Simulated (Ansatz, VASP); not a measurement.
**One calculation of HfSc2O3, two programs**

```xyz
6
Lattice="5.2295 0.0000 0.0000 -2.6148 4.5289 0.0000 0.0000 0.0000 3.0848" Properties=species:S:1:pos:R:3 pbc="T T T"
Hf    0.0000    0.0000    0.0000
Sc    0.0000    3.0193    1.5424
Sc    2.6148    1.5096    1.5424
O     2.6148    0.0000    0.0000
O    -1.3074    2.2645    0.0000
O     1.3074    2.2645    0.0000
```

Alike in both runs: functional PBE; k mesh 12 × 12 × 12; occupations gaussian, width 0.1 eV; no spin polarisation.

Ansatz relaxed the structure, and its values are those at the end. VASP's run is a single point on that final structure, the one shown.

|  | VASP | Ansatz |
| --- | --- | --- |
| version | VASP 6.6.1 | Ansatz 0.2.0 |
| potentials or method | VASP PAW PBE potentials, release 64 (Hf_pv, Sc_sv, O), cutoff 520 eV | scalar-relativistic, plane waves, PAW |
| valence electrons in the cell | 50 | 66 |

|  | VASP | Ansatz | Ansatz less VASP |
| --- | --- | --- | --- |
| gap on the k mesh at the Fermi level (eV) | none | none | - |
| pressure (GPa) | 0.4 | 0.0 | -0.40 |

A gap of «none» marks a metal or a gap that the smearing closes. VASP's potentials hold 50 valence electrons a cell and Ansatz's 66, so a difference there can come from the potentials and not from the codes.

Neither program's run includes spin-orbit coupling.
